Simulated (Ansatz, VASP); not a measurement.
# SnSe2 in VASP and in Ansatz

INCAR

```
SYSTEM = SnSe2
PREC = Accurate ; ENCUT = 520
EDIFF = 1E-6 ; ISMEAR = 0
SIGMA = 0.03 ; LREAL = .False.
LASPH = .True. ; NELM = 100
ALGO = Normal ; ISIF = 2
LWAVE = .False. ; LCHARG = .True.
GGA = PE ; IVDW = 12
LELF = .True. ; LVHAR = .True.
NBANDS = 20
```

Contents of KPOINTS:

```
regular mesh
0
Gamma
  12 12 6
  0 0 0
```

The input POSCAR:

```
SnSe2
1.0
    4.0310010254      0.0000000000      0.0000000000
   -2.0155005127      3.4909492907      0.0000000000
    0.0000000000      0.0000000000      5.8613403327
Sn Se
1 2
Direct
    0.0000000000      0.0000000000      0.0000000000
    0.3333333333      0.6666666667      0.2651529960
    0.6666666667      0.3333333333      0.7348470040
```

Input for Ansatz:

```yaml
crystal:
  lattice:
    - [4.0310010254, 0.0, 0.0]
    - [-2.0155005127, 3.4909492907, 0.0]
    - [0.0, 0.0, 5.8613403327]
  atoms:
    - { symbol: Sn, position: [0.0, 0.0, 0.0] }
    - { symbol: Se, position: [0.3333333333, 0.6666666667, 0.265152996] }
    - { symbol: Se, position: [0.6666666667, 0.3333333333, 0.734847004] }
basis:
  ecutwfc: 420
kpoints:
  mp_grid: { grid: [12, 12, 6] }
hamiltonian:
  xc: pbe
  dispersion: d3bj
scf:
  occupations: { method: gaussian, width: 0.03 }
output:
  forces: true
  stress: true
  eigenvalues: true
```

Change from the starting cell: strain +0.050 along x and y, -0.025 along z, atoms carried along.

Alike in both runs: task single point; functional PBE; dispersion D3(BJ); k mesh 12 × 12 × 6; occupations gaussian, width 0.03 eV; no spin polarisation.

|  | VASP | Ansatz |
| --- | --- | --- |
| version | VASP 6.6.1 | Ansatz 0.2.0 |
| potentials or method | VASP PAW PBE potentials, release 64 (Sn_d, Se), cutoff 520 eV | scalar-relativistic, plane waves, PAW |
| valence electrons in the cell | 26 | 46 |

Ansatz gave:

```
gap on the k mesh at the Fermi level (eV)                     : none
pressure (GPa)                                                : -4.0
traceless stress, the component that is largest in VASP (GPa) : 2.26
rms of the force components (eV/Å)                            : 0.056
```

Task: Which values does VASP return?

Result: gap on the k mesh at the Fermi level (eV): none; pressure (GPa): -4.0; traceless stress, the component that is largest in VASP (GPa): 2.26; rms of the force components (eV/Å): 0.052.

Atom by atom the forces differ by 0.004 eV/Å (rms over components). A gap of «none» marks a metal or a gap that the smearing closes. VASP's potentials hold 26 valence electrons a cell and Ansatz's 46, so a difference there can come from the potentials and not from the codes.
